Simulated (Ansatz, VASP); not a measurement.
**One calculation of C, two programs**

```
C
1.0
     1.22803    0.70900    3.43069
    -1.22803    0.70900    3.43069
     0.00000   -1.41800    3.43069
C
2
Direct
  0.16400 0.16400 0.16400
  0.83600 0.83600 0.83600
```

Change from the starting cell: strain +0.000 along x and y, +0.025 along z, atoms carried along.

Alike in both runs: task single point; functional r2SCAN; k mesh 12 × 12 × 12; occupations gaussian, width 0.05 eV; no spin polarisation.

|  | VASP | Ansatz |
| --- | --- | --- |
| version | VASP 6.6.1 | Ansatz 0.2.0 |
| potentials or method | VASP PAW PBE potentials, release 64 (C), cutoff 520 eV | scalar-relativistic, plane waves, PAW |
| valence electrons in the cell | 8 | 8 |

Ansatz gave:

- gap on the k mesh at the Fermi level (eV): 0.69
- least direct gap on the mesh (eV): 0.69
- pressure (GPa): -0.1
- traceless stress, the component that is largest in VASP (GPa): 0.06
- rms of the force components (eV/Å): 0.540

What did VASP give for the same quantities?

gap on the k mesh at the Fermi level (eV): 0.69; least direct gap on the mesh (eV): 0.69; pressure (GPa): 0.6; traceless stress, the component that is largest in VASP (GPa): -0.71; rms of the force components (eV/Å): 0.535.

VASP's potentials were made for PBE, not for r2SCAN. Atom by atom the forces differ by 0.005 eV/Å (rms over components).
